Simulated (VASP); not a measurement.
**WSe2: single point with r2SCAN**

System: WSe2, a slab with vacuum.

```
W Se
1.0
     3.11550    0.00000    0.00000
    -1.55775    2.69810    0.00000
     0.00000    0.00000   17.25839
W Se
1 2
Direct
  0.00000 0.00000 0.00000
  0.33333 0.66667 0.10027
  0.33333 0.66667 0.89973
```

This cell differs from its parent crystal: biaxial strain in the a-b plane: -6.0 %.

| Item | Value |
| --- | --- |
| Program | VASP 6.6.1 |
| Task | single point |
| Functional | r2SCAN |
| Potentials or basis | VASP PAW PBE potentials, release 64 (W_sv, Se) |
| Cutoff | 520 eV |
| k mesh | 12 × 12 × 2 |
| Occupations | gaussian, width 0.02 eV |
| Spin | no spin polarisation |

```
Largest force          : 0.180 eV/Å
Band gap on the k mesh : 1.59 eV (least direct gap 2.31 eV)
```

Forces in eV/Å, atoms in the order of the input:
```
W    0.000  0.000  0.000
Se   0.000  0.000  0.180
Se   0.000  0.000 -0.180
```

Levels at points of the mesh, in eV from the valence-band top:
| k point | band 9 | band 10 | band 11 | band 12 | band 13 | band 14 | band 15 | band 16 | band 17 | band 18 |
| --- | --- | --- | --- | --- | --- | --- | --- | --- | --- | --- |
| (0.00, 0.00, 0.00) | -2.06 | -2.06 | -1.04 | -0.69 | -0.69 | 3.77 | 3.77 | 3.81 | 3.81 | 4.85 |
| (0.50, 0.00, 0.00) | -4.64 | -2.91 | -2.78 | -1.22 | -0.45 | 3.18 | 3.46 | 4.18 | 4.98 | 5.68 |
| (0.00, 0.00, 0.50) | -2.06 | -2.06 | -1.04 | -0.69 | -0.69 | 3.77 | 3.77 | 3.81 | 3.81 | 4.97 |
| (0.50, 0.00, 0.50) | -4.64 | -2.91 | -2.78 | -1.22 | -0.45 | 3.18 | 3.46 | 4.18 | 4.98 | 5.68 |

Wall time 14 min on 1 thread of Intel Xeon 8259CL (shared host), peak memory 0.36 GiB.

Caveat: the cell differs from its parent crystal (biaxial strain in the a-b plane: -6.0 %); there is no dipole correction, which matters where the two faces differ; the PAW data sets were made with another functional, which shifts forces and pressure a little; spin-orbit coupling is left out, which moves the levels of the heavy elements.
